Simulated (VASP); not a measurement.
# Co (P6_3/mmc) in VASP: further runs, part 2 of 2

VASP 6.6.1. Earlier steps stand in the parts before.

## 3. Relaxation of cell and atoms, BLYP, collinear spin, ferromagnetic start

INCAR reads:

```
SYSTEM = Co
PREC = Accurate
ENCUT = 600
EDIFF = 1E-7
ISMEAR = -1
SIGMA = 0.05
LREAL = .FALSE.
LASPH = .TRUE.
NELM = 150
ALGO = Normal
ISIF = 3
LWAVE = .FALSE.
LCHARG = .FALSE.
ISPIN = 2
MAGMOM = 2 2 2 2
LORBIT = 11
LMAXMIX = 4
GGA = B5
ALDAX = 1.0
AGGAX = 1.0
AGGAC = 1.0
ALDAC = 0.0
IBRION = 2
NSW = 60
EDIFFG = -0.01
```

KPOINTS reads:

```
Automatic mesh
0
G
  12 12 4
  0 0 0
```

POSCAR reads:

```
Co
1.0
    2.4705617809      0.0000000000      0.0000000000
   -1.2352808905      2.1395692639      0.0000000000
    0.0000000000      0.0000000000      8.0882338000
Co
4
Direct
    0.6666666667      0.3333333333      0.7500000000
    0.0000000000      0.0000000000      0.5000000000
    0.3333333333      0.6666666667      0.2500000000
    0.0000000000      0.0000000000      0.0000000000
```

Potentials or basis: VASP PAW PBE potentials, release 64 (Co).

The run is started by

```console
> cat potpaw_PBE.64/Co/POTCAR > POTCAR
> mpirun -np 1 vasp_std > vasp.out
```

OUTCAR:

```text
SYSTEM = Co
   PREC = Accurate
   ENCUT = 600
   EDIFF = 1E-7
   ISMEAR = -1
   LREAL = .FALSE.
   LASPH = .TRUE.
   NELM = 150
   ISIF = 3
   ISPIN = 2
   LORBIT = 11
   GGA = B5
   IBRION = 2
   NSW = 60
   EDIFFG = -0.01

 ion  position               nearest neighbor table
   1  0.667  0.333  0.750-   2 2.47   4 2.47   2 2.47   4 2.47   2 2.47   4 2.47
   2  0.000  0.000  0.500-   1 2.47   3 2.47   1 2.47   3 2.47   1 2.47   3 2.47
   3  0.333  0.667  0.250-   2 2.47   4 2.47   2 2.47   4 2.47   2 2.47   4 2.47
   4  0.000  0.000  0.000-   1 2.47   3 2.47   1 2.47   3 2.47   1 2.47   3 2.47

  LATTYP: Found a hexagonal cell.
 ALAT       =     2.4705617809
 C/A-ratio  =     3.2738439745

  Lattice vectors:

 A1 = (   2.4705617809,   0.0000000000,   0.0000000000)
 A2 = (  -1.2352808905,   2.1395692639,   0.0000000000)
 A3 = (   0.0000000000,   0.0000000000,   8.0882338000)

Analysis of symmetry for initial positions (statically):
=====================================================================
 Subroutine PRICEL returns:
 Original cell was already a primitive cell.

 Routine SETGRP: Setting up the symmetry group for a
 hexagonal supercell.

 Subroutine GETGRP returns: Found 24 space group operations
 (whereof 12 operations were pure point group operations)
 out of a pool of 24 trial point group operations.

The static configuration has the point symmetry D_3d.
 The point group associated with its full space group is D_6h.

Analysis of symmetry for dynamics (positions and initial velocities):
=====================================================================
 Subroutine PRICEL returns:
 Original cell was already a primitive cell.

 Routine SETGRP: Setting up the symmetry group for a
 hexagonal supercell.

 Subroutine GETGRP returns: Found 24 space group operations
 (whereof 12 operations were pure point group operations)
 out of a pool of 24 trial point group operations.

The dynamic configuration has the point symmetry D_3d.
 The point group associated with its full space group is D_6h.

Analysis of structural, dynamic, and magnetic symmetry:
=====================================================================
[... 162 lines left out ...]
  free energy    TOTEN  =       -24.13016489 eV

  energy without entropy =      -24.09355121  energy(sigma->0) =      -24.11185805

------------------------ aborting loop because EDIFF is reached ----------------------------------------

  FORCE on cell =-STRESS in cart. coord.  units (eV):
  Direction    XX          YY          ZZ          XY          YZ          ZX
  --------------------------------------------------------------------------------------
  -------------------------------------------------------------------------------------
  Total        3.8299348      3.8299348      2.8974254     -0.0000000     -0.0000000      0.0000000
  in kB      143.5245528    143.5245528    108.5793096     -0.0000000     -0.0000000      0.0000000
  external PRESSURE =     131.8761384 kB  Pullay stress =       0.0000000 kB
[... 25 lines left out ...]
--------------------------------------- Ionic step        2  -------------------------------------------

 number of electron      35.9999996 magnetization       6.8034195

 E-fermi :   9.2990     XC(G=0): -12.1874

 val. band max:        9.2984710167   @ k =   0.0833   0.0000   0.0000
 cond. band min:       9.2994099943   @ k =   0.4167   0.0833   0.0000
 fundamental gap:      0.0009389777
 Fermi energy:         9.2990067437

 spin component 1

 k-point     1 :       0.0000    0.0000    0.0000
  band No.  band energies     occupation
      1       1.0952      1.00000
      2       3.1627      1.00000
      3       3.1866      1.00000
      4       4.6353      1.00000
      5       6.5377      1.00000
      6       6.5687      1.00000
[... 1538 lines left out ...]
--------------------------------------- Ionic step        6  -------------------------------------------

 number of electron      35.9999997 magnetization       6.6252622

 Free energy of the ion-electron system (eV)
  ---------------------------------------------------
  ext. energy  EPLUGINS =         0.00000000
  ---------------------------------------------------
  free energy    TOTEN  =       -24.24342018 eV

  energy without entropy =      -24.20937010  energy(sigma->0) =      -24.22639514

 E-fermi :  10.1155     XC(G=0): -12.5329

 val. band max:       10.1022495074   @ k =   0.1667   0.0833   0.0000
 cond. band min:      10.1160659245   @ k =   0.3333   0.0833   0.2500
 fundamental gap:      0.0138164171
 Fermi energy:        10.1154737992

 spin component 1

 k-point     1 :       0.0000    0.0000    0.0000
  band No.  band energies     occupation
      1       1.5724      1.00000
      2       3.7335      1.00000
      3       3.7563      1.00000
      4       5.2041      1.00000
      5       7.2641      1.00000
      6       7.2992      1.00000
[... 1418 lines left out ...]
  FREE ENERGIE OF THE ION-ELECTRON SYSTEM (eV)
  ---------------------------------------------------
  free  energy   TOTEN  =       -24.2434201822 eV

  energy  without entropy=      -24.2093701030  energy(sigma->0) =      -24.22639514

 reached required accuracy - stopping structural energy minimisation

 total charge

# of ion       s       p       d       tot
------------------------------------------
    1        0.468   0.467   7.277   8.212
    2        0.469   0.464   7.284   8.217
    3        0.468   0.467   7.277   8.212
    4        0.469   0.464   7.284   8.217
--------------------------------------------------
tot          1.873   1.862  29.123  32.858

 magnetization (x)

# of ion       s       p       d       tot
------------------------------------------
    1       -0.012  -0.044   1.741   1.685
    2       -0.012  -0.042   1.722   1.668
    3       -0.012  -0.044   1.741   1.685
    4       -0.012  -0.042   1.722   1.668
--------------------------------------------------
tot         -0.048  -0.173   6.927   6.706
```

OSZICAR:

```text
N       E                     dE             d eps       ncg     rms          rms(c)
DAV:   1     0.258142345916E+03    0.25814E+03   -0.17661E+04  5952   0.210E+03
DAV:   2    -0.126898455705E+02   -0.27083E+03   -0.25737E+03  5938   0.363E+02
DAV:   3    -0.273730326047E+02   -0.14683E+02   -0.13615E+02  6112   0.117E+02
[... 75 lines left out ...]
DAV:   3    -0.242444713764E+02   -0.85094E-03   -0.36476E-03  7450   0.130E+00    0.529E-01
DAV:   4    -0.242434167735E+02    0.10546E-02   -0.29755E-03  7204   0.123E+00    0.442E-02
DAV:   5    -0.242434216358E+02   -0.48623E-05   -0.10554E-04  6076   0.103E-01    0.119E-02
DAV:   6    -0.242434205026E+02    0.11332E-05   -0.54579E-06  8402   0.289E-02    0.510E-03
DAV:   7    -0.242434201686E+02    0.33403E-06   -0.71516E-07  6070   0.114E-02    0.337E-03
DAV:   8    -0.242434201822E+02   -0.13637E-07   -0.14118E-07  3068   0.451E-03
   6 F= -.24243420E+02 E0= -.24226395E+02  d E =-.151983E-02  mag=     6.6253
```

CONTCAR:

```text
Co
   1.00000000000000
     2.5342316433061205   -0.0000000000014986   -0.0000000000000000
    -1.2671158217056464    2.1947089822015928    0.0000000000000000
     0.0000000000000000   -0.0000000000000000    8.1832888555691277
  Co
     4
Direct
     0.6666666667000030    0.3333333332999970    0.7500000000000000
     0.0000000000000000    0.0000000000000000    0.5000000000000000
     0.3333333332999970    0.6666666667000030    0.2500000000000000
     0.0000000000000000    0.0000000000000000    0.0000000000000000

  0.00000000E+00  0.00000000E+00  0.00000000E+00
  0.00000000E+00  0.00000000E+00  0.00000000E+00
  0.00000000E+00  0.00000000E+00  0.00000000E+00
  0.00000000E+00  0.00000000E+00  0.00000000E+00
```

Wall time 6.9 min (1 thread of Intel Xeon 6975P-C (Granite Rapids), shared host); peak memory 0.26 GiB.

Results:

```yaml
Free_energy: -24.2434 eV
Relaxed_volume: 11.38 Å³/atom
Relaxed_cell: a = 2.534 Å, b = 2.534 Å, c = 8.183 Å, α = 90.00°, β = 90.00°, γ = 120.00°
Space_group_after_relaxing_to_0.1_Å: P6_3/mmc (No. 194)
Energy_gained_by_relaxing: 28.3 meV/atom
Ionic_steps: 6
Pressure_after_relaxing: 0.1 GPa
Net_moment: 6.63 μB per cell
Site_moments: Co +1.69, +1.67 (each value once) μB
Valence_electrons_inside_the_program's_atomic_spheres: Co 8.21, 8.22 (each value once)
```

Step by step:
```
step  energy change (eV)  largest force (eV/Å)  pressure (GPa)  volume (Å³)
   1              0.0000                0.0000           13.19        42.75
   2             -0.0208                0.0000           -9.62        48.43
   3             -0.1117                0.0000           -0.23        45.60
   4             -0.1117                0.0000           -0.01        45.54
   5             -0.1131                0.0000            0.06        45.52
   6             -0.1133                0.0000            0.09        45.51
```

Final structure:
```yaml
crystal:
  lattice:
    - [2.53423, 0.00000, 0.00000]
    - [-1.26712, 2.19471, 0.00000]
    - [0.00000, 0.00000, 8.18329]
  atoms:
    - { symbol: Co, position: [0.66667, 0.33333, 0.75000] }
    - { symbol: Co, position: [0.00000, 0.00000, 0.50000] }
    - { symbol: Co, position: [0.33333, 0.66667, 0.25000] }
    - { symbol: Co, position: [0.00000, 0.00000, 0.00000] }
```

Caveat: the PAW data sets were made with another functional, which shifts forces and pressure a little.

## 4. Single point, RPBE+D3(BJ), collinear spin, ferromagnetic start

This run uses another cell than the first one, of 9.76 Å³/atom.

INCAR reads:

```
SYSTEM = Co
PREC = Accurate
ENCUT = 690
EDIFF = 1E-6
ISMEAR = -1
SIGMA = 0.05
LREAL = .False.
LASPH = .True.
NELM = 200
ALGO = Normal
ISIF = 2
LWAVE = .False.
LCHARG = .False.
ISPIN = 2
MAGMOM = 2 2 2 2
LORBIT = 11
LMAXMIX = 4
GGA = RP
IVDW = 12
NBANDS = 46
GGA_COMPAT = .False.
```

KPOINTS reads:

```
Automatic mesh
0
Gamma
  12 12 4
  0 0 0
```

POSCAR reads:

```
Co
1.0
    2.4045654219      0.0000000000      0.0000000000
   -1.2022827110      2.0824147404      0.0000000000
    0.0000000000      0.0000000000      7.7972831957
Co
4
Direct
    0.6666666667      0.3333333333      0.7500000000
    0.0000000000      0.0000000000      0.5000000000
    0.3333333333      0.6666666667      0.2500000000
    0.0000000000      0.0000000000      0.0000000000
```

Potentials or basis: VASP PAW PBE potentials, release 64 (Co_sv).

The run is started by

```console
> cat potpaw_PBE.64/Co_sv/POTCAR > POTCAR
> mpirun -np 1 vasp_std > vasp.out
```

It took 3.1 min on 1 thread of Intel Xeon 6975P-C (Granite Rapids), shared host; peak memory 0.35 GiB.

Results (log left out):

- Free energy: -35.2173 eV
- Pressure: -1.7 GPa
- Net moment: 6.21 μB per cell
- Site moments: Co +1.63, +1.60 (each value once) μB
- Valence electrons inside the program's atomic spheres: Co 15.14, 15.15 (each value once)
- Dispersion energy per atom: -2.342 eV

Levels at points of the mesh, in eV from the Fermi level:
Spin up:
| k point | band 34 | band 35 | band 36 | band 37 | band 38 | band 39 | band 40 | band 41 |
| --- | --- | --- | --- | --- | --- | --- | --- | --- |
| (0.00, 0.00, 0.00) | -1.49 | -1.49 | -1.11 | -1.11 | -0.65 | -0.65 | -0.33 | 7.22 |
| (0.50, 0.00, 0.00) | -0.40 | -0.37 | -0.35 | 0.20 | 1.41 | 2.82 | 3.48 | 7.85 |
| (0.00, 0.00, 0.50) | -1.66 | -1.66 | -1.66 | -0.86 | -0.86 | -0.86 | -0.86 | 10.30 |
| (0.50, 0.00, 0.50) | -0.56 | -0.41 | -0.41 | 1.42 | 1.42 | 3.11 | 3.11 | 8.17 |
Spin down:
```
           k point  band 27  band 28  band 29  band 30  band 31  band 32  band 33  band 34
(0.00, 0.00, 0.00)    -1.29    -1.03    -1.03    -0.97    -0.97    -0.40     0.00     0.00
(0.50, 0.00, 0.00)    -0.94    -0.19    -0.14     0.42     1.30     1.35     1.37     1.38
(0.00, 0.00, 0.50)    -1.27    -1.27    -1.15    -1.15    -1.15    -1.15     0.22     0.22
(0.50, 0.00, 0.50)    -1.05    -1.05    -0.32    -0.32     0.90     0.90     1.32     1.32
```

Caveat: the dispersion term is far too large for a dense solid, which distorts pressure and volume; the PAW data sets were made with another functional, which shifts forces and pressure a little.

## 5. Single point, PBE, collinear spin, ferromagnetic start

INCAR reads:

```
  ALGO = Normal
  EDIFF = 1E-6
  ENCUT = 600
  GGA = PE
  GGA_COMPAT = F
  ISIF = 2
  ISMEAR = -1
  ISPIN = 2
  LASPH = T
  LCHARG = T
  LELF = T
  LMAXMIX = 4
  LORBIT = 11
  LREAL = F
  LVHAR = T
  LWAVE = F
  MAGMOM = 2 2 2 2
  NBANDS = 30
  NELM = 200
  PREC = Accurate
  SIGMA = 0.05
```

KPOINTS reads:

```
k-points
0
Gamma
  21 21 6
```

POSCAR reads:

```
Co
1.0
    2.4705617809      0.0000000000      0.0000000000
   -1.2352808905      2.1395692639      0.0000000000
    0.0000000000      0.0000000000      8.0882338000
Co
4
Direct
    0.6666666667      0.3333333333      0.7500000000
    0.0000000000      0.0000000000      0.5000000000
    0.3333333333      0.6666666667      0.2500000000
    0.0000000000      0.0000000000      0.0000000000
```

Potentials or basis: VASP PAW PBE potentials, release 64 (Co).

The run is started by

```console
> cat potpaw_PBE.64/Co/POTCAR > POTCAR
> mpirun -np 1 vasp_std > vasp.out
```

Run time: 4.6 min. Hardware: 1 thread of Intel Xeon 6975P-C (Granite Rapids), shared host; peak memory 0.49 GiB.

Results (log left out):

* Free energy: -28.1258 eV
* Pressure: 3.3 GPa
* Net moment: 6.47 μB per cell
* Site moments: Co +1.64, +1.62 (each value once) μB
* Valence electrons inside the program's atomic spheres: Co 8.30

Stress tensor (GPa, compression positive):
```
4.21 0.00 0.00
0.00 4.21 0.00
0.00 0.00 1.36
```

Levels at points of the mesh, in eV from the Fermi level:
Spin up:
```
           k point  band 19  band 20  band 21  band 22  band 23  band 24  band 25  band 26
(0.00, 0.00, 0.00)    -1.51    -1.19    -1.19    -0.80    -0.80    -0.29     6.25    14.81
(0.00, 0.00, 0.50)    -1.66    -1.66    -0.97    -0.97    -0.97    -0.97     9.25     9.25
```
Spin down:
| k point | band 11 | band 12 | band 13 | band 14 | band 15 | band 16 | band 17 | band 18 |
| --- | --- | --- | --- | --- | --- | --- | --- | --- |
| (0.00, 0.00, 0.00) | -1.15 | -0.87 | -0.87 | -0.82 | -0.82 | -0.34 | 0.05 | 0.05 |
| (0.00, 0.00, 0.50) | -1.07 | -1.07 | -0.96 | -0.96 | -0.96 | -0.96 | 0.23 | 0.23 |

Caveat: the cell stands under pressure.

## 6. Overview

| task | level | potentials or basis | cell | k mesh | cutoff (eV) | smearing | gap on the mesh (eV) | pressure (GPa) | moment (μB) |
| --- | --- | --- | --- | --- | --- | --- | --- | --- | --- |
| single point | PBE | VASP PAW PBE potentials, release 64 (Co_sv) | a = 2.471, b = 2.471, c = 8.088 Å, angles 90.0, 90.0, 120.0°, 4 atoms | 12 × 12 × 4 | 690 | gaussian 0.017 eV | none | 3.3 | 6.61 |
| relaxation of cell and atoms | BLYP | VASP PAW PBE potentials, release 64 (Co) | relaxed from a = 2.471, b = 2.471, c = 8.088 Å, angles 90.0, 90.0, 120.0°, 4 atoms | 12 × 12 × 4 | 600 | fermi-dirac 0.05 eV | none | 0.1 | 6.63 |
| single point | RPBE+D3(BJ) | VASP PAW PBE potentials, release 64 (Co_sv) | a = 2.405, b = 2.405, c = 7.797 Å, angles 90.0, 90.0, 120.0°, 4 atoms | 12 × 12 × 4 | 690 | fermi-dirac 0.05 eV | none | -1.7 | 6.21 |
| single point | PBE | VASP PAW PBE potentials, release 64 (Co) | a = 2.471, b = 2.471, c = 8.088 Å, angles 90.0, 90.0, 120.0°, 4 atoms | 21 × 21 × 6 | 600 | fermi-dirac 0.05 eV | none | 3.3 | 6.47 |

Alike in all rows: spin collinear, ferromagnetic start.

Caveats: the cell stands under pressure (at least some runs); the PAW data sets were made with another functional, which shifts forces and pressure a little (at least some runs); the dispersion term is far too large for a dense solid, which distorts pressure and volume (at least some runs).

Total energies depend on the potentials used, so only differences within one code and one set of settings carry meaning.
